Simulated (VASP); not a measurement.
# Ta: relaxation of cell and atoms with PBE

Crystal: Ta.

```
Ta
1.0
    -1.65128    1.65128    1.65128
     1.65128   -1.65128    1.65128
     1.65128    1.65128   -1.65128
Ta
1
Direct
  0.00000 0.00000 0.00000
```

```
Program                : VASP 6.6.1
Task                   : relaxation of cell and atoms
Functional             : PBE
Potentials or basis    : VASP PAW PBE potentials, release 64 (Ta_pv)
Cutoff                 : 600 eV
k mesh                 : 11 × 11 × 11
Occupations            : fermi-dirac, width 0.05 eV
Spin                   : no spin polarisation
Dipole correction      : no
Further INCAR settings : ALGO = Normal; EDIFF = 1e-06; IBRION = 2; EDIFFG = -0.01; NSW = 60; ISIF = 3
```

* Relaxed volume: 18.26 Å³/atom
* Relaxed cell: a = 2.873 Å, b = 2.873 Å, c = 2.873 Å, α = 109.47°, β = 109.47°, γ = 109.47°
* Space group after relaxing (to 0.05 Å): Im-3m (No. 229)
* Energy gained by relaxing: 2.1 meV/atom
* Ionic steps: 3
* Pressure after relaxing: 0.0 GPa

The path:
| step | energy change (eV) | largest force (eV/Å) | pressure (GPa) | volume (Å³) |
| --- | --- | --- | --- | --- |
| 1 | 0.0000 | 0.0000 | 2.74 | 18.01 |
| 2 | 0.0082 | 0.0000 | -5.62 | 18.82 |
| 3 | -0.0021 | 0.0000 | -0.02 | 18.26 |

Final structure:
```xyz
1
Lattice="-1.6588 1.6588 1.6588 1.6588 -1.6588 1.6588 1.6588 1.6588 -1.6588" Properties=species:S:1:pos:R:3 pbc="T T T"
Ta    0.0000    0.0000    0.0000
```

Levels at points of the mesh, in eV from the Fermi level:
```csv
k point,band 2,band 3,band 4,band 5,band 6,band 7,band 8,band 9
"(0.00, 0.00, 0.00)",-33.11,-33.11,-7.86,0.74,0.74,0.74,3.97,3.97
```

It took 20 s on 1 thread of AMD EPYC 7R43 64-Core Processor (Zen 3), with other jobs on the host, peak memory 0.12 GiB.

Caveat: spin-orbit coupling is left out, which moves the levels of the heavy elements. PBE usually gives volumes a little too large and moduli too small.
